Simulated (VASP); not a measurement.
# BiIr (F-43m) in VASP: notebook

The runs below take BiIr through single point, with PBE, PBE+D3(BJ), PBEsol.

All numbers are computed with VASP 6.6.1; they aren't measurements. Logs are shortened: lines on timing, memory, paths and dates and some standing lists are left out, and cuts for length are marked.

## Step 1: The cell of the first run

Symmetry: F-43m, No. 216, cubic system. The conventional cell has a = 6.135 Å, b = 6.135 Å, c = 6.135 Å, α = 90.00°, β = 90.00°, γ = 90.00°. Ir (site symmetry -43m) has 4 Bi at 2.66 Å within 3.5 Å. Within 3.5 Å of Bi (site symmetry -43m) lie 4 Ir at 2.66 Å.

## Step 2: Single point, PBE

The input, INCAR:

```
SYSTEM = BiIr
  PREC = Accurate
  ENCUT = 500
  EDIFF = 1E-6
  ISMEAR = 0
  SIGMA = 0.05
  LREAL = .FALSE.
  LASPH = .TRUE.
  NELM = 120
  ALGO = Normal
  ISIF = 2
  LWAVE = .FALSE.
  LCHARG = .FALSE.
  GGA = PE
  NBANDS = 19
  GGA_COMPAT = .FALSE.
```

The input, KPOINTS:

```
regular mesh
0
G
  10 10 10
  0 0 0
```

The input, POSCAR:

```
BiIr
1.0
    0.0000000000      3.0674769725      3.0674769725
    3.0674769725      0.0000000000      3.0674769725
    3.0674769725      3.0674769725      0.0000000000
Ir Bi
1 1
Direct
    0.0000000000      0.0000000000      0.0000000000
    0.2500000000      0.2500000000      0.2500000000
```

Potentials or basis: VASP PAW PBE potentials, release 64 (Ir, Bi_d).

On the command line:

```sh
$ cat potpaw_PBE.64/Ir/POTCAR potpaw_PBE.64/Bi_d/POTCAR > POTCAR
$ mpirun -np 1 vasp_std > vasp.out
```

OUTCAR:

```text
SYSTEM = BiIr
   PREC = Accurate
   ENCUT = 500
   EDIFF = 1E-6
   ISMEAR = 0
   LREAL = .FALSE.
   LASPH = .TRUE.
   NELM = 120
   ISIF = 2
   GGA = PE

 ion  position               nearest neighbor table
   1  0.000  0.000  0.000-   2 2.66   2 2.66   2 2.66   2 2.66
   2  0.250  0.250  0.250-   1 2.66   1 2.66   1 2.66   1 2.66

  LATTYP: Found a face centered cubic cell.
 ALAT       =     6.1349539450

  Lattice vectors:

 A1 = (   0.0000000000,   3.0674769725,   3.0674769725)
 A2 = (   3.0674769725,   0.0000000000,   3.0674769725)
 A3 = (   3.0674769725,   3.0674769725,   0.0000000000)

Analysis of symmetry for initial positions (statically):
=====================================================================
 Subroutine PRICEL returns:
 Original cell was already a primitive cell.

 Routine SETGRP: Setting up the symmetry group for a
 face centered cubic supercell.

 Subroutine GETGRP returns: Found 24 space group operations
 (whereof 24 operations were pure point group operations)
 out of a pool of 48 trial point group operations.

The static configuration has the point symmetry T_d .

Analysis of symmetry for dynamics (positions and initial velocities):
=====================================================================
 Subroutine PRICEL returns:
 Original cell was already a primitive cell.

 Routine SETGRP: Setting up the symmetry group for a
 face centered cubic supercell.

 Subroutine GETGRP returns: Found 24 space group operations
 (whereof 24 operations were pure point group operations)
 out of a pool of 48 trial point group operations.

The dynamic configuration has the point symmetry T_d .

 Subroutine INISYM returns: Found 24 space group operations
 (whereof 24 operations are pure point group operations),
 and found     1 'primitive' translations

----------------------------------------------------------------------------------------

                                     Primitive cell

  volume of cell :      57.7263

  direct lattice vectors                    reciprocal lattice vectors
     0.000000000  3.067476973  3.067476973    -0.163000409  0.163000409  0.163000409
     3.067476973  0.000000000  3.067476973     0.163000409 -0.163000409  0.163000409
     3.067476973  3.067476973  0.000000000     0.163000409  0.163000409 -0.163000409

  length of vectors
     4.338067537  4.338067537  4.338067537     0.282324989  0.282324989  0.282324989

  position of ions in fractional coordinates (direct lattice)
     0.000000000  0.000000000  0.000000000
     0.250000000  0.250000000  0.250000000

  ion indices of the primitive-cell ions
   primitive index   ion index
                 1           1
                 2           2

----------------------------------------------------------------------------------------

 KPOINTS: regular mesh

Automatic generation of k-mesh.
 Grid dimensions read from file:
 generate k-points for:   10   10   10

 Generating k-lattice:

  Cartesian coordinates                     Fractional coordinates (reciprocal lattice)
    -0.016300041  0.016300041  0.016300041     0.100000000  0.000000000  0.000000000
     0.016300041 -0.016300041  0.016300041     0.000000000  0.100000000  0.000000000
     0.016300041  0.016300041 -0.016300041     0.000000000  0.000000000  0.100000000

  Length of vectors
     0.028232499  0.028232499  0.028232499

  Shift w.r.t. Gamma in fractional coordinates (k-lattice)
     0.000000000  0.000000000  0.000000000

 Subroutine IBZKPT returns following result:
 ===========================================

 Found     47 irreducible k-points:

 Following reciprocal coordinates:
            Coordinates               Weight
  0.000000  0.000000  0.000000      1.000000
  0.100000  0.000000  0.000000      8.000000
  0.200000  0.000000  0.000000      8.000000
  0.300000  0.000000  0.000000      8.000000
  0.400000  0.000000  0.000000      8.000000
  0.500000  0.000000  0.000000      4.000000
[... 16 lines left out ...]
  0.300000  0.300000  0.000000      6.000000
  0.400000  0.300000  0.000000     24.000000
 [... further k-points ...]
   k-points           NKPTS =     47   k-points in BZ     NKDIM =     47   number of bands    NBANDS=     19
   number of dos      NEDOS =    301   number of ions     NIONS =      2
   total plane-waves  NPLWV =  32768
   dimension x,y,z NGX =    32 NGY =   32 NGZ =   32
   dimension x,y,z NGXF=    64 NGYF=   64 NGZF=   64
   ions per type =               1   1
   NGX,Y,Z   is equivalent  to a cutoff of  12.26, 12.26, 12.26 a.u.
   NGXF,Y,Z  is equivalent  to a cutoff of  24.53, 24.53, 24.53 a.u.
 SYSTEM =  BiIr
   PREC   = accura    normal or accurate (medium, high low for compatibility)
   ISTART =      0    job   : 0-new  1-cont  2-samecut
   ICHARG =      2    charge: 1-file 2-atom 10-const
   ISPIN  =      1    spin polarized calculation?
   LNONCOLLINEAR =      F non collinear calculations
   LSORBIT =      F    spin-orbit coupling
   LASPH  =      T    aspherical Exc in radial PAW
   ENCUT  =  500.0 eV  36.75 Ry    6.06 a.u.   7.91  7.91  7.91*2*pi/ulx,y,z
   NELM   =    120;   NELMIN=  2; NELMDL= -5     # of ELM steps
   EDIFF  = 0.1E-05   stopping-criterion for ELM
   LREAL  =      F    real-space projection
   EDIFFG = 0.1E-04   stopping-criterion for IOM
   NSW    =      0    number of steps for IOM
   IBRION =     -1    ionic relax: 0-MD 1-quasi-New 2-CG
   NFREE  =      0    steps in history (QN), initial steepest desc. (CG)
   ISIF   =      2    stress and relaxation
   ISYM   =      2    0-nonsym 1-usesym 2-fastsym
   POTIM  = 0.5000    time-step for ionic-motion
   TEBEG  =    0.0;   TEEND  =   0.0 temperature during run
   PSTRESS=    0.0 pullay stress
   NELECT =      24.0000    total number of electrons
   NUPDOWN=      -1.0000    fix difference up-down
   EMIN   =  10.00;   EMAX   =-10.00  energy-range for DOS
   EFERMI =   0.00;   METHOD = LEGACY
   ISMEAR =     0;   SIGMA  =   0.05  broadening in eV -4-tet -1-fermi 0-gaus
   EFERMI_NEDOS =   21; number of points for ismear=-14 and -15
   IALGO  =     38    algorithm
   IMIX   =      4    mixing-type and parameters
     AMIX     =   0.40;   BMIX     =  1.00
     AMIX_MAG =   1.60;   BMIX_MAG =  1.00
  volume/ion in A,a.u.               =      28.86       194.78
  Fermi-wavevector in a.u.,A,eV,Ry     =   1.221858  2.308976 20.312628  1.492936
  Thomas-Fermi vector in A             =   2.357025
   LORBIT       =      0    0 simple, 1 ext, 2 COOP (PROOUT), +10 PAW based schemes
   GGA     = PE    functional components
   LHFCALC =     F    Hartree Fock is set to
   AEXX    =    0.0000 exact exchange contribution
   IVDW    =     0    specifies the selected vdW correction
   LEPSILON=     F    determine dielectric tensor
   LRPA    =     F    only Hartree local field effects (RPA)
 non-spin polarized calculation
 Gauss-broadening in eV      SIGMA  =   0.05
  energy-cutoff  :      500.00
  volume of cell :       57.73
 maximum number of plane-waves:      1477
   NGX = 15   NGY = 15   NGZ = 15

 number of electron      23.9999995 magnetization

 Free energy of the ion-electron system (eV)
  ---------------------------------------------------
  ext. energy  EPLUGINS =         0.00000000
  ---------------------------------------------------
  free energy    TOTEN  =       -11.43996008 eV

  energy without entropy =      -11.43857547  energy(sigma->0) =      -11.43926777

 E-fermi :   5.2207     XC(G=0):  -9.9151

 val. band max:        5.2064468318   @ k =   0.3000   0.0000   0.0000
 cond. band min:       5.2766420888   @ k =   0.5000   0.5000   0.0000
 fundamental gap:      0.0701952571
 Fermi energy:         5.2207090006

 k-point     1 :       0.0000    0.0000    0.0000
  band No.  band energies     occupation
      1     -17.3659      2.00000
      2     -17.3659      2.00000
      3     -17.3659      2.00000
      4     -17.3224      2.00000
      5     -17.3224      2.00000
      6      -6.7240      2.00000
[... 11 lines left out ...]
     18      11.9370      0.00000
     19      13.3699      0.00000

 k-point     2 :       0.1000    0.0000    0.0000
  band No.  band energies     occupation
      1     -17.3671      2.00000
      2     -17.3657      2.00000
      3     -17.3657      2.00000
      4     -17.3219      2.00000
      5     -17.3219      2.00000
      6      -6.6474      2.00000
[... 11 lines left out ...]
     18      12.2516      0.00000
     19      14.2727      0.00000

 k-point     3 :       0.2000    0.0000    0.0000
  band No.  band energies     occupation
      1     -17.3703      2.00000
      2     -17.3652      2.00000
      3     -17.3652      2.00000
      4     -17.3205      2.00000
      5     -17.3205      2.00000
      6      -6.4362      2.00000
[... 11 lines left out ...]
     18      12.7954      0.00000
     19      14.3540      0.00000

 k-point     4 :       0.3000    0.0000    0.0000
  band No.  band energies     occupation
      1     -17.3742      2.00000
      2     -17.3644      2.00000
      3     -17.3644      2.00000
      4     -17.3190      2.00000
      5     -17.3190      2.00000
      6      -6.1499      2.00000
[... 11 lines left out ...]
     18      13.2111      0.00000
     19      14.3741      0.00000

 k-point     5 :       0.4000    0.0000    0.0000
  band No.  band energies     occupation
      1     -17.3775      2.00000
      2     -17.3636      2.00000
      3     -17.3636      2.00000
      4     -17.3180      2.00000
      5     -17.3180      2.00000
      6      -5.8925      2.00000
[... 11 lines left out ...]
     18      13.2997      0.00000
     19      15.6079      0.00000
[... 334 lines left out ...]
      2     -17.3675      2.00000
      3     -17.3639      2.00000
      4     -17.3177      2.00000
      5     -17.3170      2.00000
      6      -5.8053      2.00000
[... 11 lines left out ...]
     18      14.1550      0.00000
     19      16.1195      0.00000

 k-point    22 :      -0.2000    0.2000    0.0000
  band No.  band energies     occupation
      1     -17.3735      2.00000
      2     -17.3656      2.00000
      3     -17.3650      2.00000
      4     -17.3189      2.00000
      5     -17.3180      2.00000
      6      -6.0504      2.00000
[... 11 lines left out ...]
     18      13.3176      0.00000
     19      15.5112      0.00000

 k-point    23 :       0.3000    0.3000    0.0000
  band No.  band energies     occupation
      1     -17.3821      2.00000
      2     -17.3610      2.00000
      3     -17.3610      2.00000
      4     -17.3237      2.00000
      5     -17.3129      2.00000
      6      -5.9490      2.00000
[... 11 lines left out ...]
     18      15.4588      0.00000
     19      15.4588      0.00000

 k-point    24 :       0.4000    0.3000    0.0000
  band No.  band energies     occupation
      1     -17.3841      2.00000
      2     -17.3613      2.00000
      3     -17.3602      2.00000
      4     -17.3236      2.00000
      5     -17.3113      2.00000
      6      -5.7407      2.00000
[... 11 lines left out ...]
     18      15.8755      0.00000
     19      17.0138      0.00000

 [... further k-points ...]
[... 5 lines left out ...]
  --------------------------------------------------------------------------------------
  -------------------------------------------------------------------------------------
  Total        0.0329053      0.0329053      0.0329053      0.0000000     -0.0000000     -0.0000000
  in kB        0.9132757      0.9132757      0.9132757      0.0000000     -0.0000000     -0.0000000
  external PRESSURE =       0.9132757 kB  Pullay stress =       0.0000000 kB

 VOLUME and BASIS-vectors are now :
 -----------------------------------------------------------------------------
  energy-cutoff  :      500.00
  volume of cell :       57.73
      direct lattice vectors                 reciprocal lattice vectors
     0.000000000  3.067476973  3.067476973    -0.163000409  0.163000409  0.163000409
     3.067476973  0.000000000  3.067476973     0.163000409 -0.163000409  0.163000409
     3.067476973  3.067476973  0.000000000     0.163000409  0.163000409 -0.163000409

 POSITION                                       TOTAL-FORCE (eV/Angst)
 -----------------------------------------------------------------------------------
      0.00000      0.00000      0.00000         0.000000      0.000000      0.000000
      1.53374      1.53374      1.53374        -0.000000     -0.000000     -0.000000
 -----------------------------------------------------------------------------------
    total drift:                                0.000000      0.000000      0.000000

  FREE ENERGIE OF THE ION-ELECTRON SYSTEM (eV)
  ---------------------------------------------------
  free  energy   TOTEN  =       -11.4399600778 eV

  energy  without entropy=      -11.4385754666  energy(sigma->0) =      -11.43926777
```

Wall time 20 s (1 thread of AMD EPYC 9R45 (Zen 5), shared host); peak memory 0.18 GiB.

What came out:

```yaml
Free_energy: -11.4400 eV
Pressure: 0.1 GPa
Band_gap_on_the_k_mesh: zero (band 12 reaches 7.48 eV, above the bottom of band 13 at 4.68 eV)
```

Levels at points of the mesh, in eV from the Fermi level:
| k point | band 10 | band 11 | band 12 | band 13 | band 14 | band 15 |
| --- | --- | --- | --- | --- | --- | --- |
| (0.00, 0.00, 0.00) | -1.51 | -1.51 | 2.26 | 4.83 | 4.83 | 4.83 |
| (0.50, 0.00, 0.00) | -1.44 | -1.44 | -1.29 | 2.52 | 2.52 | 3.70 |
| (0.50, 0.50, 0.00) | -1.62 | -1.41 | -1.27 | 0.06 | 0.06 | 4.88 |

Caveat: spin-orbit coupling is left out, which moves the levels of the heavy elements.

## Step 3: Single point, PBE

The input, INCAR:

```
  ALGO = Normal
  EDIFF = 1E-6
  ENCUT = 500
  GGA = PE
  GGA_COMPAT = False
  ISIF = 2
  ISMEAR = 0
  LASPH = True
  LCHARG = True
  LELF = True
  LREAL = False
  LVHAR = True
  LWAVE = False
  NBANDS = 19
  NELM = 120
  PREC = Accurate
  SIGMA = 0.05
```

The input, KPOINTS:

```
k-points
0
Gamma
  10 10 10
```

POSCAR is that of step 2.

Potentials or basis: VASP PAW PBE potentials, release 64 (Ir, Bi_d).

On the command line:

```sh
$ cat potpaw_PBE.64/Ir/POTCAR potpaw_PBE.64/Bi_d/POTCAR > POTCAR
$ mpirun -np 1 vasp_std > vasp.out
```

Run time: 20 s. Hardware: 1 thread of AMD EPYC 9R45 (Zen 5), shared host; peak memory 0.18 GiB.

Results (log left out):

```
Free energy            : -11.4400 eV
Pressure               : 0.1 GPa
Band gap on the k mesh : zero (band 12 reaches 7.48 eV, above the bottom of band 13 at 4.68 eV)
```

Levels at points of the mesh, in eV from the Fermi level:
```csv
k point,band 10,band 11,band 12,band 13,band 14,band 15
"(0.00, 0.00, 0.00)",-1.51,-1.51,2.26,4.83,4.83,4.83
"(0.50, 0.00, 0.00)",-1.44,-1.44,-1.29,2.52,2.52,3.70
"(0.50, 0.50, 0.00)",-1.62,-1.41,-1.27,0.06,0.06,4.88
```

Caveat: spin-orbit coupling is left out, which moves the levels of the heavy elements.

## Step 4: Single point, PBE+D3(BJ)

The input, INCAR:

```
ALGO     = Normal         # electronic algorithm
EDIFF    = 1E-6           # SCF threshold, eV
ENCUT    = 500            # plane-wave cutoff, eV
GGA      = PE             # functional
GGA_COMPAT= False        
ISIF     = 2              # what is computed and relaxed
ISMEAR   = 0              # smearing method
IVDW     = 12             # dispersion correction
LASPH    = True           # aspherical terms in the spheres
LCHARG   = False          # write CHGCAR
LREAL    = False          # projectors in reciprocal space
LWAVE    = False          # write WAVECAR
NBANDS   = 19             # bands
NELM     = 120            # most SCF steps
PREC     = Accurate       # precision mode
SIGMA    = 0.05           # smearing width, eV
```

KPOINTS is that of step 3.

POSCAR is that of step 3.

On the command line:

```sh
$ cat potpaw_PBE.64/Ir/POTCAR potpaw_PBE.64/Bi_d/POTCAR > POTCAR
$ mpirun -np 1 vasp_std > vasp.out
```

Run time: 20 s. Hardware: 1 thread of AMD EPYC 9R45 (Zen 5), shared host; peak memory 0.18 GiB.

Results (log left out):

| Quantity | Value |
| --- | --- |
| Free energy | -12.3429 eV |
| Pressure | -2.6 GPa |
| Band gap on the k mesh | zero (band 12 reaches 7.48 eV, above the bottom of band 13 at 4.68 eV) |
| Dispersion energy per atom | -0.451 eV |

Levels at points of the mesh, in eV from the Fermi level:
```
           k point  band 9  band 10  band 11  band 12  band 13  band 14  band 15  band 16
(0.00, 0.00, 0.00)   -3.35    -1.51    -1.51     2.26     4.83     4.83     4.83     6.72
(0.50, 0.00, 0.00)   -3.07    -1.44    -1.44    -1.29     2.52     2.52     3.70     8.03
(0.50, 0.50, 0.00)   -2.27    -1.62    -1.41    -1.27     0.06     0.06     4.88     5.29
```

Caveat: spin-orbit coupling is left out, which moves the levels of the heavy elements; pairwise dispersion overbinds metals, which lowers pressure and volume.

[end of part 1 of 2]
